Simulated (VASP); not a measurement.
A run of VASP 6.6.1 is set up as follows.

The input INCAR:

```
SYSTEM = ScAl3
PREC     = Accurate       ! precision mode
ENCUT    = 520            ! plane-wave cutoff, eV
EDIFF    = 1E-6           ! SCF threshold, eV
ISMEAR   = 0              ! smearing method
SIGMA    = 0.15           ! smearing width, eV
LREAL    = .FALSE.        ! projectors in reciprocal space
LASPH    = .TRUE.         ! aspherical terms in the spheres
NELM     = 100            ! most SCF steps
ALGO     = Fast           ! electronic algorithm
ISIF     = 2              ! what is computed and relaxed
LWAVE    = .FALSE.        ! write WAVECAR
LCHARG   = .FALSE.        ! write CHGCAR
GGA      = PE             ! functional
NBANDS   = 18             ! bands
```

File KPOINTS:

```
regular mesh
0
G
  12 12 12
  0 0 0
```

POSCAR

```
ScAl3
1.0
    4.4337570436      0.0000000000      0.0000000000
    0.0000000000      4.4337570436      0.0000000000
    0.0000000000      0.0000000000      3.9411173721
Sc Al
1 3
Direct
    0.0000000000      0.0000000000      0.0000000000
    0.5000000000      0.0000000000      0.5000000000
    0.0000000000      0.5000000000      0.5000000000
    0.5000000000      0.5000000000      0.0000000000
```

Potentials or basis: VASP PAW PBE potentials, release 64 (Sc_sv, Al).

Launch:

```console
$ cat potpaw_PBE.64/Sc_sv/POTCAR potpaw_PBE.64/Al/POTCAR > POTCAR
$ mpirun -np 1 vasp_std > vasp.out
```

(1) Estimate the pressure.

(2) Predict the band gap on the k mesh.

Results:

(1) -6.9 GPa.

(2) zero (bands 10 and 11 overlap by 3.30 eV).

Caveat: the cell differs from its parent crystal (strain +0.080 along x and y, -0.040 along z); the stress differs along the axes, from -10 to -0 GPa.
